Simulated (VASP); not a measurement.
Wanted: the native input for a VASP 6.6.1 run.

```
Task                   : single point
Functional             : PBE
Potentials or basis    : VASP PAW PBE potentials, release 64 (Ta_pv, B, N)
Cutoff                 : 520 eV
k mesh                 : 6 × 6 × 6
Occupations            : gaussian, width 0.1 eV
Spin                   : no spin polarisation
Dipole correction      : no
Further INCAR settings : ALGO = Normal; EDIFF = 1e-06; NBANDS = 31
```

The structure of Ta3B2N lies in POSCAR:

```
Ta3B2N
1.0
    2.4284156700      1.4020464400      3.8921032200
   -2.4284156700      1.4020464400      3.8921032200
    0.0000000000     -2.8040928800      3.8921032200
Ta B N
3 2 1
Direct
    0.0000000000      0.5000000000      0.0000000000
    0.5000000000      0.0000000000      0.0000000000
    0.0000000000      0.0000000000      0.5000000000
    0.6247839300      0.6247839300      0.6247839300
    0.3752160700      0.3752160700      0.3752160700
    0.0000000000      0.0000000000      0.0000000000
```

One way to write it, as run:

INCAR

```
PREC = Accurate ; ENCUT = 520
EDIFF = 1E-6 ; ISMEAR = 0
SIGMA = 0.1 ; LREAL = False
LASPH = True ; NELM = 80
ALGO = Normal ; ISIF = 2
LWAVE = False ; LCHARG = True
GGA = PE ; LELF = True
LVHAR = True ; NBANDS = 31
```

KPOINTS

```
Automatic mesh
0
Gamma
  6 6 6
```

Potentials or basis: VASP PAW PBE potentials, release 64 (Ta_pv, B, N).

The run is started by

```sh
$ cat potpaw_PBE.64/Ta_pv/POTCAR potpaw_PBE.64/B/POTCAR potpaw_PBE.64/N/POTCAR > POTCAR
$ mpirun -np 1 vasp_std > vasp.out
```

Results of the run:

```json
{
 "Pressure": "8.7 GPa",
 "Largest force": "0.307 eV/Å",
 "Band gap on the k mesh": "zero (band 22 reaches 6.01 eV, above the bottom of band 23 at 5.10 eV)"
}
```

Caveat: spin-orbit coupling is left out, which moves the levels of the heavy elements.

It took 36 s on 1 thread of Intel(R) Xeon(R) 6975P-C (Granite Rapids), on a shared host, peak memory 0.23 GiB.
